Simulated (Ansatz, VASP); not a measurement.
**One calculation of TaSbSe, two programs**

The input INCAR:

```
PREC = Accurate
ENCUT = 600
EDIFF = 1E-6
ISMEAR = -1
SIGMA = 0.05
LREAL = False
LASPH = True
NELM = 80
ALGO = Normal
ISIF = 3
LWAVE = False
LCHARG = False
GGA = B5
ALDAX = 1.0
AGGAX = 1.0
AGGAC = 1.0
ALDAC = 0.0
IBRION = 2
NSW = 60
EDIFFG = -0.01
```

KPOINTS

```
regular mesh
0
Gamma
  7 7 5
```

POSCAR

```
TaSbSe
1.0
    3.6296100000      0.0000000000      0.0000000000
    0.0000000000      3.6296100000      0.0000000000
    0.0000000000      0.0000000000      5.6345500000
Ta Sb Se
1 1 1
Direct
    0.0000000000      0.0000000000      0.0000000000
    0.0000000000      0.0000000000      0.5000000000
    0.5000000000      0.5000000000      0.0000000000
```

The input input.yaml:

```yaml
crystal:
  lattice:
    - [3.62961, 0.0, 0.0]
    - [0.0, 3.62961, 0.0]
    - [0.0, 0.0, 5.63455]
  atoms:
    - { symbol: Ta, position: [0.0, 0.0, 0.0] }
    - { symbol: Sb, position: [0.0, 0.0, 0.5] }
    - { symbol: Se, position: [0.5, 0.5, 0.0] }
hamiltonian:
  xc: blyp
  pseudopotentials: { kind: paw }
kpoints:
  mp_grid: { grid: [7, 7, 5] }
scf:
  occupations: { method: fermi_dirac, width: 0.05 }
output:
  forces: true
  stress: true
  eigenvalues: true
  write_density: true
  write_potential: true
  elf: true
  volumetric_format: npy
relax:
  f_tol: 0.01
  max_steps: 40
  cell: { stress_tol: 0.05 }
```

Alike in both runs: task relaxation of cell and atoms; functional BLYP; k mesh 7 × 7 × 5; occupations fermi-dirac, width 0.05 eV; no spin polarisation.

|  | VASP | Ansatz |
| --- | --- | --- |
| version | VASP 6.6.1 | Ansatz 0.2.0 |
| potentials or method | VASP PAW PBE potentials, release 64 (Ta_pv, Sb, Se) | Ansatz PAW |
| plane-wave cutoff (eV) | 600 | 420 |
| valence electrons in the cell | 22 | 44 |

Ansatz gave:

* gap on the k mesh at the Fermi level, each at its own relaxed structure (eV): none
* relaxed volume (Å³/atom): 26.21
* relaxed cell length with the largest relative difference (Å): 3.711

Q: Which values does VASP return?

A: gap on the k mesh at the Fermi level, each at its own relaxed structure (eV): none; relaxed volume (Å³/atom): 26.36; relaxed cell length with the largest relative difference (Å): 3.719.

VASP's potentials were made for PBE, not for BLYP. A gap of «none» marks a metal or a gap that the smearing closes. VASP's potentials hold 22 valence electrons a cell and Ansatz's 44, so a difference there can come from the potentials and not from the codes.

Neither program's run includes spin-orbit coupling. Noted on Ansatz's run: the plane-wave basis is chosen anew once the cell has moved, so the energies of steps on either side of that aren't comparable.
